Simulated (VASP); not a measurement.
**WC: single point with LDA**

Crystal: WC.

```
W C
1.0
     0.00000    2.24966    2.24966
     2.24966    0.00000    2.24966
     2.24966    2.24966    0.00000
W C
1 1
Direct
  0.00000 0.00000 0.00000
  0.50000 0.50000 0.50000
```

| Quantity | Value |
| --- | --- |
| Program | VASP 6.6.1 |
| Task | single point |
| Functional | LDA |
| Potentials or basis | VASP PAW LDA potentials, release 64 (W_sv, C) |
| Cutoff | 520 eV |
| k mesh | 11 × 11 × 11 |
| Occupations | fermi-dirac, width 0.1 eV |
| Spin | no spin polarisation |

| Property | Result |
| --- | --- |
| Pressure | -35.7 GPa |
| Band gap on the k mesh | zero (band 9 reaches 11.89 eV, above the bottom of band 10 at 9.19 eV) |

Levels at points of the mesh, in eV from the Fermi level:
| k point | band 5 | band 6 | band 7 | band 8 | band 9 | band 10 | band 11 | band 12 | band 13 | band 14 |
| --- | --- | --- | --- | --- | --- | --- | --- | --- | --- | --- |
| (0.00, 0.00, 0.00) | -14.92 | -2.46 | -2.46 | -2.46 | -0.89 | -0.89 | -0.85 | -0.85 | -0.85 | 5.84 |

It took 47 s on 1 thread of AMD EPYC 7R13, with other jobs on the host, peak memory 0.11 GiB.

Caveat: spin-orbit coupling is left out, which moves the levels of the heavy elements.
